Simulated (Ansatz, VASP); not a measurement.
**ZnS in VASP and in Ansatz**

```
CELL_PARAMETERS angstrom
3.80874 0.00000 0.00000
-1.90437 3.29846 0.00000
0.00000 0.00000 12.46647
ATOMIC_POSITIONS crystal
Zn 0.00000 0.00000 0.00011
Zn 0.00000 0.00000 0.50011
Zn 0.33333 0.66667 0.25007
Zn 0.66667 0.33333 0.75007
S 0.00000 0.00000 0.18724
S 0.00000 0.00000 0.68724
S 0.33333 0.66667 0.43758
S 0.66667 0.33333 0.93758
```

Alike in both runs: functional r2SCAN; k mesh 6 × 6 × 2; occupations gaussian, width 0.02 eV; no spin polarisation.

Ansatz relaxed the structure, and its values are those at the end. VASP's run is a single point on that final structure, the one shown.

|  | VASP | Ansatz |
| --- | --- | --- |
| version | VASP 6.6.1 | Ansatz 0.2.0 |
| potentials or method | VASP PAW PBE potentials, release 64 (Zn, S), cutoff 520 eV | scalar-relativistic, plane waves, PAW |
| valence electrons in the cell | 72 | 72 |

```csv
,VASP,Ansatz,Ansatz less VASP
gap on the k mesh at the Fermi level (eV),2.75,2.74,-0.010
least direct gap on the mesh (eV),2.75,2.74,-0.010
pressure (GPa),0.0,0.0,-0.01
rms of the force components (eV/Å),0.004,0.000,-0.0041
```

VASP's potentials were made for PBE, not for r2SCAN. The functional is the same, so the differences come from potentials, cutoffs and numerics.
